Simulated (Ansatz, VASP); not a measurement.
# Si2Ru2N: VASP beside Ansatz

File INCAR:

```
SYSTEM = Si2Ru2N
PREC     = Accurate       ! precision mode
ENCUT    = 520            ! plane-wave cutoff, eV
EDIFF    = 1E-6           ! SCF threshold, eV
ISMEAR   = 0              ! smearing method
SIGMA    = 0.1            ! smearing width, eV
LREAL    = .False.        ! projectors in reciprocal space
LASPH    = .True.         ! aspherical terms in the spheres
NELM     = 150            ! most SCF steps
ALGO     = Normal         ! electronic algorithm
ISIF     = 2              ! what is computed and relaxed
LWAVE    = .False.        ! write WAVECAR
LCHARG   = .False.        ! write CHGCAR
ISPIN    = 2              ! spin polarisation
MAGMOM   = 0 0 1 1 0      ! initial moments
LORBIT   = 11             ! projections on sites
LMAXMIX  = 4              ! l up to which the mixer works
GGA      = PE             ! functional
NBANDS   = 32             ! bands
```

File KPOINTS:

```
regular mesh
0
Gamma
  6 6 2
  0 0 0
```

The input POSCAR:

```
Si2Ru2N
1.0
    3.5159962700      0.0000000000      0.0000000000
   -1.7579981400      3.0449420900      0.0000000000
    0.0000000000      0.0000000000      7.6328472300
Si Ru N
2 2 1
Direct
    0.3333333300      0.6666666700      0.0000000000
    0.6666666700      0.3333333300      0.0000000000
    0.3333333300      0.6666666700      0.5000000000
    0.6666666700      0.3333333300      0.5000000000
    0.0000000000      0.0000000000      0.0000000000
```

Input for Ansatz:

```yaml
crystal:
  lattice:
    - [3.51599627, 0.0, 0.0]
    - [-1.75799814, 3.04494209, 0.0]
    - [0.0, 0.0, 7.63284723]
  atoms:
    - { symbol: Si, position: [0.33333333, 0.66666667, 0.0] }
    - { symbol: Si, position: [0.66666667, 0.33333333, 0.0] }
    - { symbol: Ru, position: [0.33333333, 0.66666667, 0.5], spin: 1.0 }
    - { symbol: Ru, position: [0.66666667, 0.33333333, 0.5], spin: 1.0 }
    - { symbol: "N", position: [0.0, 0.0, 0.0] }
basis:
  ecutwfc: 420
kpoints:
  mp_grid: { grid: [6, 6, 2] }
hamiltonian:
  xc: pbe
scf:
  occupations: { method: gaussian, width: 0.1 }
  lower_state_search: "off"
output:
  forces: true
  stress: true
  eigenvalues: true
  populations: true
magnetization:
  spin_polarized: true
```

Alike in both runs: task single point; functional PBE; k mesh 6 × 6 × 2; occupations gaussian, width 0.1 eV; collinear spin.

```csv
,VASP,Ansatz
version,VASP 6.6.1,Ansatz 0.2.0
potentials or method,"VASP PAW PBE potentials, release 64 (Si, Ru_pv, N), cutoff 520 eV","scalar-relativistic, plane waves, PAW"
valence electrons in the cell,41,45
```

Ansatz gave:

* gap on the k mesh at the Fermi level (eV): none
* net moment per atom (μB): 0.11
* size of the moment on the site where the two differ most (μB): 0.19

Q: Which values does VASP return?

A: gap on the k mesh at the Fermi level (eV): none; net moment per atom (μB): 0.00; size of the moment on the site where the two differ most (μB): 0.00.

The net moments are unlike, so the other rows may belong to different states. Site moments also hang on the region over which each program counts them. A gap of «none» marks a metal or a gap that the smearing closes. VASP's potentials hold 41 valence electrons a cell and Ansatz's 45, so a difference there can come from the potentials and not from the codes.

The k mesh is coarse, so the values compare programs but aren't converged.
